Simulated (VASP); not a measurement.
# Zr (P6_3/mmc) in VASP: further runs

Runs on Zr. Level: PBE. Tasks: relaxation of shape and atoms at fixed volume, relaxation of cell and atoms, single point.

Program: VASP 6.6.1. These are calculated values, not measurements. Logs are shortened: lines on timing, memory, paths and dates and some standing lists are left out, and cuts for length are marked.

## (1) The cell of the first run

The structure is hexagonal, space group P6_3/mmc (No. 194). The conventional cell has a = 3.143 Å, b = 3.143 Å, c = 5.030 Å, α = 90.00°, β = 90.00°, γ = 120.00°. Within 4.1 Å of Zr (site symmetry -6m2) lie 12 Zr at 3.10 to 3.14 Å.

## (2) Relaxation of shape and atoms at fixed volume, PBE

INCAR reads:

```
PREC = Accurate
ENCUT = 600
EDIFF = 1E-7
ISMEAR = -1
SIGMA = 0.05
LREAL = False
LASPH = True
NELM = 100
ALGO = Normal
ISIF = 4
LWAVE = False
LCHARG = False
GGA = PE
IBRION = 2
NSW = 50
EDIFFG = -0.005
```

KPOINTS reads:

```
Automatic mesh
0
Gamma
  15 15 8
```

POSCAR reads:

```
Zr
1.0
    3.1428955261      0.0000000000      0.0000000000
   -1.5714477631      2.7218273670      0.0000000000
    0.0000000000      0.0000000000      5.0300012456
Zr
2
Direct
    0.3333333333      0.6666666667      0.2500000000
    0.6666666667      0.3333333333      0.7500000000
```

Potentials or basis: VASP PAW PBE potentials, release 64 (Zr_sv).

On the command line:

```sh
cat potpaw_PBE.64/Zr_sv/POTCAR > POTCAR
mpirun -np 1 vasp_std > vasp.out
```

OUTCAR:

```text
PREC = Accurate
   ENCUT = 600
   EDIFF = 1E-7
   ISMEAR = -1
   LREAL = False
   LASPH = True
   NELM = 100
   ISIF = 4
   GGA = PE
   IBRION = 2
   NSW = 50
   EDIFFG = -0.005

 ion  position               nearest neighbor table
   1  0.333  0.667  0.250-   2 3.10   2 3.10   2 3.10   2 3.10   2 3.10   2 3.10
   2  0.667  0.333  0.750-   1 3.10   1 3.10   1 3.10   1 3.10   1 3.10   1 3.10

  LATTYP: Found a hexagonal cell.
 ALAT       =     3.1428955261
 C/A-ratio  =     1.6004353959

  Lattice vectors:

 A1 = (   3.1428955261,   0.0000000000,   0.0000000000)
 A2 = (  -1.5714477631,   2.7218273670,   0.0000000000)
 A3 = (   0.0000000000,   0.0000000000,   5.0300012456)

Analysis of symmetry for initial positions (statically):
=====================================================================
 Subroutine PRICEL returns:
 Original cell was already a primitive cell.

 Routine SETGRP: Setting up the symmetry group for a
 hexagonal supercell.

 Subroutine GETGRP returns: Found 24 space group operations
 (whereof 12 operations were pure point group operations)
 out of a pool of 24 trial point group operations.

The static configuration has the point symmetry D_3d.
 The point group associated with its full space group is D_6h.

Analysis of symmetry for dynamics (positions and initial velocities):
=====================================================================
 Subroutine PRICEL returns:
 Original cell was already a primitive cell.

 Routine SETGRP: Setting up the symmetry group for a
 hexagonal supercell.

 Subroutine GETGRP returns: Found 24 space group operations
 (whereof 12 operations were pure point group operations)
 out of a pool of 24 trial point group operations.

The dynamic configuration has the point symmetry D_3d.
 The point group associated with its full space group is D_6h.

 Subroutine INISYM returns: Found 24 space group operations
 (whereof 12 operations are pure point group operations),
 and found     1 'primitive' translations

----------------------------------------------------------------------------------------

                                     Primitive cell

  volume of cell :      43.0287

  direct lattice vectors                    reciprocal lattice vectors
     3.142895526  0.000000000  0.000000000     0.318177932  0.183700115  0.000000000
    -1.571447763  2.721827367  0.000000000     0.000000000  0.367400230  0.000000000
     0.000000000  0.000000000  5.030001246     0.000000000  0.000000000  0.198807108

  length of vectors
     3.142895526  3.142895526  5.030001246     0.367400230  0.367400230  0.198807108

  position of ions in fractional coordinates (direct lattice)
     0.333333333  0.666666667  0.250000000
     0.666666667  0.333333333  0.750000000

  ion indices of the primitive-cell ions
   primitive index   ion index
                 1           1
                 2           2

----------------------------------------------------------------------------------------

 KPOINTS: Automatic mesh

Automatic generation of k-mesh.
 Grid dimensions read from file:
 generate k-points for:   15   15    8

 Generating k-lattice:

  Cartesian coordinates                     Fractional coordinates (reciprocal lattice)
     0.021211862  0.012246674  0.000000000     0.066666667  0.000000000  0.000000000
     0.000000000  0.024493349  0.000000000     0.000000000  0.066666667  0.000000000
     0.000000000  0.000000000  0.024850888     0.000000000  0.000000000  0.125000000

  Length of vectors
     0.024493349  0.024493349  0.024850888

  Shift w.r.t. Gamma in fractional coordinates (k-lattice)
     0.000000000  0.000000000  0.000000000

 Subroutine IBZKPT returns following result:
 ===========================================

 Found    135 irreducible k-points:

 Following reciprocal coordinates:
            Coordinates               Weight
  0.000000  0.000000  0.000000      1.000000
  0.066667  0.000000  0.000000      6.000000
  0.133333 -0.000000  0.000000      6.000000
  0.200000  0.000000  0.000000      6.000000
  0.266667 -0.000000  0.000000      6.000000
  0.333333  0.000000  0.000000      6.000000
[... 16 lines left out ...]
  0.333333  0.200000  0.000000     12.000000
  0.400000  0.200000  0.000000      6.000000
 [... further k-points ...]
   k-points           NKPTS =    135   k-points in BZ     NKDIM =    135   number of bands    NBANDS=     16
   number of dos      NEDOS =    301   number of ions     NIONS =      2
   total plane-waves  NPLWV =  31360
   dimension x,y,z NGX =    28 NGY =   28 NGZ =   40
   dimension x,y,z NGXF=    56 NGYF=   56 NGZF=   80
   ions per type =               2
   NGX,Y,Z   is equivalent  to a cutoff of  14.81, 14.81, 13.22 a.u.
   NGXF,Y,Z  is equivalent  to a cutoff of  29.62, 29.62, 26.44 a.u.
 SYSTEM =  unknown system
   PREC   = accura    normal or accurate (medium, high low for compatibility)
   ISTART =      0    job   : 0-new  1-cont  2-samecut
   ICHARG =      2    charge: 1-file 2-atom 10-const
   ISPIN  =      1    spin polarized calculation?
   LNONCOLLINEAR =      F non collinear calculations
   LSORBIT =      F    spin-orbit coupling
   LASPH  =      T    aspherical Exc in radial PAW
   ENCUT  =  600.0 eV  44.10 Ry    6.64 a.u.   6.28  6.28 10.05*2*pi/ulx,y,z
   NELM   =    100;   NELMIN=  2; NELMDL= -5     # of ELM steps
   EDIFF  = 0.1E-06   stopping-criterion for ELM
   LREAL  =      F    real-space projection
   EDIFFG = -.5E-02   stopping-criterion for IOM
   NSW    =     50    number of steps for IOM
   IBRION =      2    ionic relax: 0-MD 1-quasi-New 2-CG
   NFREE  =      1    steps in history (QN), initial steepest desc. (CG)
   ISIF   =      4    stress and relaxation
   ISYM   =      2    0-nonsym 1-usesym 2-fastsym
   POTIM  = 0.5000    time-step for ionic-motion
   TEBEG  =    0.0;   TEEND  =   0.0 temperature during run
   PSTRESS=    0.0 pullay stress
   NELECT =      24.0000    total number of electrons
   NUPDOWN=      -1.0000    fix difference up-down
   EMIN   =  10.00;   EMAX   =-10.00  energy-range for DOS
   EFERMI =   0.00;   METHOD = LEGACY
   ISMEAR =    -1;   SIGMA  =   0.05  broadening in eV -4-tet -1-fermi 0-gaus
   EFERMI_NEDOS =   21; number of points for ismear=-14 and -15
   IALGO  =     38    algorithm
   IMIX   =      4    mixing-type and parameters
     AMIX     =   0.40;   BMIX     =  1.00
     AMIX_MAG =   1.60;   BMIX_MAG =  1.00
  volume/ion in A,a.u.               =      21.51       145.19
  Fermi-wavevector in a.u.,A,eV,Ry     =   1.347594  2.546583 24.708307  1.816009
  Thomas-Fermi vector in A             =   2.475332
   LORBIT       =      0    0 simple, 1 ext, 2 COOP (PROOUT), +10 PAW based schemes
   GGA     = PE    functional components
   LHFCALC =     F    Hartree Fock is set to
   AEXX    =    0.0000 exact exchange contribution
   IVDW    =     0    specifies the selected vdW correction
   LEPSILON=     F    determine dielectric tensor
   LRPA    =     F    only Hartree local field effects (RPA)
 conjugate gradient relaxation of ions
 non-spin polarized calculation
  energy-cutoff  :      600.00
  volume of cell :       43.03
 maximum number of plane-waves:      1460
 NGX is ok and might be reduce to    28
   NGX = 13   NGY = 13   NGZ = 21

--------------------------------------- Ionic step        1  -------------------------------------------

 number of electron      24.0000000 magnetization

 Free energy of the ion-electron system (eV)
  ---------------------------------------------------
  ext. energy  EPLUGINS =         0.00000000
  ---------------------------------------------------
  free energy    TOTEN  =       -16.94871953 eV

  energy without entropy =      -16.93206271  energy(sigma->0) =      -16.94039112

------------------------ aborting loop because EDIFF is reached ----------------------------------------

  FORCE on cell =-STRESS in cart. coord.  units (eV):
  Direction    XX          YY          ZZ          XY          YZ          ZX
  --------------------------------------------------------------------------------------
  -------------------------------------------------------------------------------------
  Total        2.3238722      2.3238722      2.6007227     -0.0000000     -0.0000000      0.0000000
  in kB       86.5295018     86.5295018     96.8380447     -0.0000000     -0.0000000      0.0000000
  external PRESSURE =      89.9656828 kB  Pullay stress =       0.0000000 kB

 VOLUME and BASIS-vectors are now :
 -----------------------------------------------------------------------------
  energy-cutoff  :      600.00
  volume of cell :       43.03
      direct lattice vectors                 reciprocal lattice vectors
     3.142895526  0.000000000  0.000000000     0.318177932  0.183700115  0.000000000
    -1.571447763  2.721827367  0.000000000     0.000000000  0.367400230  0.000000000
     0.000000000  0.000000000  5.030001246     0.000000000  0.000000000  0.198807108
[... 37 lines left out ...]
 POSITION                                       TOTAL-FORCE (eV/Angst)
 -----------------------------------------------------------------------------------
     -0.00000      1.81052      1.26310        -0.000000     -0.000000      0.000000
      1.56796      0.90526      3.78931         0.000000      0.000000      0.000000
 -----------------------------------------------------------------------------------
    total drift:                               -0.000000      0.000000     -0.000000

  FREE ENERGIE OF THE ION-ELECTRON SYSTEM (eV)
  ---------------------------------------------------
  free  energy   TOTEN  =       -16.9495338808 eV

  energy  without entropy=      -16.9328303152  energy(sigma->0) =      -16.94118210

--------------------------------------- Ionic step        3  -------------------------------------------

 number of electron      24.0000000 magnetization

 Free energy of the ion-electron system (eV)
  ---------------------------------------------------
  ext. energy  EPLUGINS =         0.00000000
  ---------------------------------------------------
  free energy    TOTEN  =       -16.94963373 eV

  energy without entropy =      -16.93289766  energy(sigma->0) =      -16.94126570

 E-fermi :   9.9108     XC(G=0): -11.4455

 val. band max:        9.9073976411   @ k =   0.1333  -0.0000   0.0000
 cond. band min:       9.9198012352   @ k =   0.3333   0.2667   0.5000
 fundamental gap:      0.0124035941
 Fermi energy:         9.9107529479

 k-point     1 :       0.0000    0.0000    0.0000
  band No.  band energies     occupation
      1     -38.7893      2.00000
      2     -38.5869      2.00000
      3     -17.4458      2.00000
      4     -16.3381      2.00000
      5     -16.3381      2.00000
      6     -16.1909      2.00000
[... 8 lines left out ...]
     15      11.5340      0.00000
     16      11.5340      0.00000
[... 419 lines left out ...]
 k-point    24 :       0.4000    0.2000    0.0000
  band No.  band energies     occupation
      1     -38.5755      2.00000
      2     -38.5345      2.00000
      3     -17.1744      2.00000
      4     -16.9701      2.00000
      5     -16.8084      2.00000
      6     -16.7882      2.00000
[... 8 lines left out ...]
     15      11.6086      0.00000
     16      14.4299      0.00000

 [... further k-points ...]
[... 5 lines left out ...]
  --------------------------------------------------------------------------------------
  -------------------------------------------------------------------------------------
  Total        2.3848107      2.3848107      2.3889072     -0.0000000      0.0000000      0.0000000
  in kB       88.7985530     88.7985530     88.9510847     -0.0000000      0.0000000      0.0000000
  external PRESSURE =      88.8493969 kB  Pullay stress =       0.0000000 kB

 VOLUME and BASIS-vectors are now :
 -----------------------------------------------------------------------------
  energy-cutoff  :      600.00
  volume of cell :       43.03
      direct lattice vectors                 reciprocal lattice vectors
     3.132622179 -0.000000000  0.000000000     0.319221388  0.184302554  0.000000000
    -1.566311089  2.712930387  0.000000000     0.000000000  0.368605109  0.000000000
     0.000000000 -0.000000000  5.063046842     0.000000000  0.000000000  0.197509530

 POSITION                                       TOTAL-FORCE (eV/Angst)
 -----------------------------------------------------------------------------------
     -0.00000      1.80862      1.26576        -0.000000     -0.000000      0.000000
      1.56631      0.90431      3.79729         0.000000      0.000000      0.000000
 -----------------------------------------------------------------------------------
    total drift:                               -0.000000      0.000000     -0.000000

  FREE ENERGIE OF THE ION-ELECTRON SYSTEM (eV)
  ---------------------------------------------------
  free  energy   TOTEN  =       -16.9496337263 eV

  energy  without entropy=      -16.9328976649  energy(sigma->0) =      -16.94126570

 reached required accuracy - stopping structural energy minimisation
```

Wall time 5.5 min (1 thread of Intel Xeon 8259CL, shared host); peak memory 0.25 GiB.

What came out:

```yaml
Free_energy: -16.9496 eV
Energy_gained_by_relaxing: 0.5 meV/atom
Ionic_steps: 3
Pressure_after_relaxing: 8.9 GPa
Band_gap_on_the_k_mesh: zero (bands 12 and 13 overlap by 1.38 eV)
```

Step by step:
| step | energy change (eV) | largest force (eV/Å) | pressure (GPa) | volume (Å³) |
| --- | --- | --- | --- | --- |
| 1 | 0.0000 | 0.0000 | 9.00 | 43.03 |
| 2 | -0.0008 | 0.0000 | 8.92 | 43.03 |
| 3 | -0.0009 | 0.0000 | 8.88 | 43.03 |

Final structure:
```
Zr
1.0
     3.13262    0.00000    0.00000
    -1.56631    2.71293    0.00000
     0.00000    0.00000    5.06305
Zr
2
Direct
  0.33333 0.66667 0.25000
  0.66667 0.33333 0.75000
```

## (3) Relaxation of cell and atoms, PBE

This run uses another cell than the first one, of 23.40 Å³/atom.

INCAR reads:

```
SYSTEM = Zr
ALGO = Normal
EDIFF = 1E-7
EDIFFG = -0.005
ENCUT = 600
GGA = PE
IBRION = 2
ISIF = 3
ISMEAR = -1
LASPH = .TRUE.
LCHARG = .FALSE.
LREAL = .FALSE.
LWAVE = .FALSE.
NELM = 60
NSW = 60
PREC = Accurate
SIGMA = 0.05
```

KPOINTS reads:

```
k-points
0
G
  15 15 8
  0 0 0
```

POSCAR reads:

```
Zr
1.0
    3.2191838095      0.0000000000      0.0000000000
   -1.6095919048      2.7878949585      0.0000000000
    0.0000000000      0.0000000000      5.2150777714
Zr
2
Direct
    0.3333333333      0.6666666667      0.2500000000
    0.6666666667      0.3333333333      0.7500000000
```

Potentials or basis: VASP PAW PBE potentials, release 64 (Zr_sv).

On the command line:

```sh
cat potpaw_PBE.64/Zr_sv/POTCAR > POTCAR
mpirun -np 1 vasp_std > vasp.out
```

It took 8.3 min on 1 thread of Intel Xeon 8259CL, shared host; peak memory 0.26 GiB.

The run converged. Its results:

* Free energy: -17.0495 eV
* Relaxed volume: 23.39 Å³/atom
* Relaxed cell: a = 3.232 Å, b = 3.232 Å, c = 5.172 Å, α = 90.00°, β = 90.00°, γ = 120.00°
* Space group after relaxing (to 0.1 Å): P6_3/mmc (No. 194)
* Energy gained by relaxing: 0.7 meV/atom
* Ionic steps: 5
* Pressure after relaxing: 0.0 GPa
* Band gap on the k mesh: zero (bands 12 and 13 overlap by 1.18 eV)

Step by step:
```
step  energy change (eV)  largest force (eV/Å)  pressure (GPa)  volume (Å³)
   1              0.0000                0.0000           -0.11        46.80
   2             -0.0012                0.0000            0.14        46.70
   3             -0.0013                0.0000            0.24        46.66
   4             -0.0013                0.0000           -0.21        46.89
   5             -0.0014                0.0000            0.00        46.78
```

Final structure:
```xyz
2
Lattice="3.2317 0.0000 0.0000 -1.6159 2.7987 0.0000 0.0000 0.0000 5.1723" Properties=species:S:1:pos:R:3 pbc="T T T"
Zr    0.0000    1.8658    1.2931
Zr    1.6159    0.9329    3.8792
```

Levels at points of the mesh, in eV from the Fermi level:
```
           k point  band 10  band 11  band 12  band 13  band 14  band 15
(0.00, 0.00, 0.00)    -3.03     0.86     0.86     0.96     1.10     1.54
(0.00, 0.00, 0.50)    -3.97     0.01     0.01     0.77     0.77     0.77
```

## (4) Single point, PBE, collinear spin

INCAR reads:

```
PREC = Accurate ; ENCUT = 520
EDIFF = 1E-6 ; ISMEAR = -1
SIGMA = 0.05 ; LREAL = False
LASPH = True ; NELM = 150
ALGO = Normal ; ISIF = 2
LWAVE = False ; LCHARG = True
ISPIN = 2 ; MAGMOM = 1 1
LORBIT = 11 ; LMAXMIX = 4
GGA = PE ; LELF = True
LVHAR = True ; NBANDS = 23
```

KPOINTS reads:

```
Automatic mesh
0
Gamma
  15 15 8
```

POSCAR reads:

```
Zr
1.0
    3.1321428814      0.0000000000      0.0000000000
   -1.5660714407      2.7125153036      0.0000000000
    0.0000000000      0.0000000000      5.0645965092
Zr
2
Direct
    0.3333333333      0.6666666667      0.2500000000
    0.6666666667      0.3333333333      0.7500000000
```

On the command line:

```sh
cat potpaw_PBE.64/Zr_sv/POTCAR > POTCAR
mpirun -np 1 vasp_std > vasp.out
```

It took 4.6 min on 1 thread of Intel Xeon 8259CL, shared host; peak memory 0.31 GiB.

The run converged. Its results:

* Free energy: -16.9495 eV
* Pressure: 8.9 GPa
* Band gap on the k mesh: zero (filled and empty bands overlap)
* Net moment: 0.00 μB per cell
* Valence electrons inside the program's atomic spheres: Zr 9.93

Levels at points of the mesh, in eV from the Fermi level:
Spin up:
```tsv
k point	band 10	band 11	band 12	band 13	band 14	band 15
(0.00, 0.00, 0.00)	-3.26	0.89	0.89	0.89	1.37	1.62
(0.00, 0.00, 0.50)	-4.02	-0.04	-0.04	0.82	0.82	0.82
```
Spin down:
```csv
k point,band 8,band 9,band 10,band 11,band 12,band 13,band 14,band 15,band 16,band 17
"(0.00, 0.00, 0.00)",-26.08,-5.79,-3.26,0.89,0.89,0.89,1.37,1.62,1.62,2.39
"(0.00, 0.00, 0.50)",-26.17,-4.02,-4.02,-0.04,-0.04,0.82,0.82,0.82,0.82,4.29
```

Caveat: the cell stands under pressure.

## (5) The runs side by side

```tsv
task	spin	cell	cutoff (eV)	gap on the mesh (eV)	pressure (GPa)
relaxation of shape and atoms at fixed volume	off	relaxed from a = 3.143, b = 3.143, c = 5.030 Å, angles 90.0, 90.0, 120.0°, 2 atoms	600	none	8.9
relaxation of cell and atoms	off	relaxed from a = 3.219, b = 3.219, c = 5.215 Å, angles 90.0, 90.0, 120.0°, 2 atoms	600	none	0.0
single point	collinear	a = 3.132, b = 3.132, c = 5.065 Å, angles 90.0, 90.0, 120.0°, 2 atoms	520	none	8.9
```

Alike in all rows: level PBE; potentials or basis VASP PAW PBE potentials, release 64 (Zr_sv); k mesh 15 × 15 × 8; smearing fermi-dirac 0.05 eV.

Caveats: the cell stands under pressure (at least some runs).

Absolute energies hang on the potentials; compare differences alone.
